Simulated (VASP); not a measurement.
Set up this calculation in VASP 6.6.1, as the native input.

| Property | Result |
| --- | --- |
| Task | single point |
| Functional | PBEsol |
| Potentials or basis | VASP PAW PBE potentials, release 64 (Al, Au) |
| Cutoff | 520 eV |
| k mesh | 10 × 10 × 10 |
| Occupations | gaussian, width 0.05 eV |
| Spin | no spin polarisation |
| Dipole correction | no |
| Further INCAR settings | ALGO = Normal; EDIFF = 1e-06; NBANDS = 16 |

The structure of Al2Au lies in POSCAR:

```
Al2Au
1.0
    0.0000000000      3.0022629966      3.0022629966
    3.0022629966      0.0000000000      3.0022629966
    3.0022629966      3.0022629966      0.0000000000
Al Au
2 1
Direct
    0.2500000000      0.2500000000      0.2500000000
    0.7500000000      0.7500000000      0.7500000000
    0.0000000000      0.0000000000      0.0000000000
```

The input as run:

INCAR

```
SYSTEM = Al2Au
ALGO     = Normal         ! electronic algorithm
EDIFF    = 1E-6           ! SCF threshold, eV
ENCUT    = 520            ! plane-wave cutoff, eV
GGA      = PS             ! functional
ISIF     = 2              ! what is computed and relaxed
ISMEAR   = 0              ! smearing method
LASPH    = .TRUE.         ! aspherical terms in the spheres
LCHARG   = .FALSE.        ! write CHGCAR
LREAL    = .FALSE.        ! projectors in reciprocal space
LWAVE    = .FALSE.        ! write WAVECAR
NBANDS   = 16             ! bands
NELM     = 60             ! most SCF steps
PREC     = Accurate       ! precision mode
SIGMA    = 0.05           ! smearing width, eV
```

KPOINTS

```
k-points
0
G
  10 10 10
  0 0 0
```

Potentials or basis: VASP PAW PBE potentials, release 64 (Al, Au).

The run is started by

```sh
$ cat potpaw_PBE.64/Al/POTCAR potpaw_PBE.64/Au/POTCAR > POTCAR
$ mpirun -np 1 vasp_std > vasp.out
```

It gave:

- Pressure: -0.2 GPa
- Band gap on the k mesh: zero (an odd number of electrons rules out a gap without spin polarisation)

Caveat: the PAW data sets were made with another functional, which shifts forces and pressure a little; spin-orbit coupling is left out, which moves the levels of the heavy elements.

It took 13 s on 1 thread of Intel(R) Xeon(R) 6975P-C (Granite Rapids) (shared host), peak memory 0.19 GiB.
